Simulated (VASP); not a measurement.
Set up this calculation in VASP 6.6.1, as the native input.

```
Task                   : electric field gradients
Functional             : PBE
Potentials or basis    : VASP PAW PBE potentials, release 64 (Zn, S)
Cutoff                 : 520 eV
k mesh                 : 8 × 8 × 8
Occupations            : fermi-dirac, width 0.01 eV
Spin                   : no spin polarisation
Dipole correction      : no
Further INCAR settings : ALGO = Normal; EDIFF = 1e-08; NBANDS = 16
```

The structure of ZnS lies in POSCAR:

```
ZnS
1.0
    0.0000000000      2.7046500000      2.7046500000
    2.7046500000      0.0000000000      2.7046500000
    2.7046500000      2.7046500000      0.0000000000
Zn S
1 1
Direct
    0.0000000000      0.0000000000      0.0313730057
    0.7500000000      0.7500000000      0.7500000000
```

This cell differs from its parent crystal: atom 1 (Zn) moved by [0.084853, 0.084853, 0.0] A.

These files were run (other wordings do the same):

INCAR

```
PREC     = Accurate       # precision mode
ENCUT    = 520            # plane-wave cutoff, eV
EDIFF    = 1E-8           # SCF threshold, eV
ISMEAR   = -1             # smearing method
SIGMA    = 0.01           # smearing width, eV
LREAL    = False          # projectors in reciprocal space
LASPH    = True           # aspherical terms in the spheres
NELM     = 60             # most SCF steps
ALGO     = Normal         # electronic algorithm
ISIF     = 2              # what is computed and relaxed
LWAVE    = False          # write WAVECAR
LCHARG   = False          # write CHGCAR
GGA      = PE             # functional
LEFG     = True         
NBANDS   = 16             # bands
```

KPOINTS

```
regular mesh
0
Gamma
  8 8 8
```

Potentials or basis: VASP PAW PBE potentials, release 64 (Zn, S).

Command:

```sh
$ cat potpaw_PBE.64/Zn/POTCAR potpaw_PBE.64/S/POTCAR > POTCAR
$ mpirun -np 1 vasp_std > vasp.out
```

It gave:

* Pressure: 2.0 GPa
* Largest force: 0.728 eV/Å
* Band gap on the k mesh: 2.03 eV
* Largest electric field gradient by atom: Zn -32.3; S -12.6 V/Å²

Caveat: the cell differs from its parent crystal (atom 1 (Zn) moved by [0.084853, 0.084853, 0.0] A); without QUAD_EFG the Cq values of the log hold for a quadrupole moment of 1 mb, not for the nuclei.

Wall time 2.2 min on 1 thread of Intel Xeon 8259CL, with other jobs on the host, peak memory 0.23 GiB.
